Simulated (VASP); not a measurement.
Runs of VASP 6.6.1 on Tl. The structure is that of space group Pm-3m (No. 221), or close to it. The cells are those of the table. 

```tsv
task	cell	k mesh	cutoff (eV)	gap on the mesh (eV)	pressure (GPa)
single point	a = 3.203 Å, 1 atom	12 × 12 × 12	520	none	-2.9
single point	a = 3.084 Å, 1 atom	10 × 10 × 10	520	none	0.1
relaxation of cell and atoms	relaxed from a = 3.117 Å, 1 atom	10 × 10 × 10	600	none	0.0
single point	a = 3.164 Å, 1 atom	12 × 12 × 12	520	none	-2.1
single point	a = 3.000 Å, 1 atom	12 × 12 × 12	520	none	(a)
```

Alike in all rows: level LDA; potentials or basis VASP PAW LDA potentials, release 64 (Tl_d); no spin polarisation; smearing fermi-dirac 0.1 eV.

Task: Fill in the values left out.

Result: (a) 4.1.

Caveats: spin-orbit coupling is left out, which moves the levels of the heavy elements.

A k mesh can miss the band edges, and the runs leave out spin-orbit coupling on Tl.

A gap of «none» marks levels without a gap at the run's occupations.
